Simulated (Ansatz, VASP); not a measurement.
Two plane-wave programs on La2GaP3

```xyz
6
Lattice="-2.1407 2.1407 8.8114 2.1407 -2.1407 8.8114 2.1407 2.1407 -8.8114" Properties=species:S:1:pos:R:3 pbc="T T T"
La    0.0000    0.0000   14.7592
La    0.0000    0.0000    2.8637
P     0.0000    0.0000   11.6415
P     0.0000    0.0000    0.0000
P     0.0000    0.0000    5.9813
Ga    0.0000    0.0000    8.8114
```

Alike in both runs: task single point; functional PBE; k mesh 8 × 8 × 8; occupations fermi-dirac, width 0.02 eV; no spin polarisation.

|  | VASP | Ansatz |
| --- | --- | --- |
| version | VASP 6.6.1 | Ansatz 0.2.0 |
| potentials or method | VASP PAW PBE potentials, release 64 (La, P, Ga_d) | plane waves, PAW |
| plane-wave cutoff (eV) | 520 | 420 |
| valence electrons in the cell | 50 | 50 |

|  | VASP | Ansatz | Ansatz less VASP |
| --- | --- | --- | --- |
| pressure (GPa) | -3.4 | -3.3 | +0.08 |
| rms of the force components (eV/Å) | 0.039 | 0.039 | 0.0000 |

With one functional, cell and mesh, what is left measures potentials, basis and numerics.

Spin-orbit coupling is off throughout.
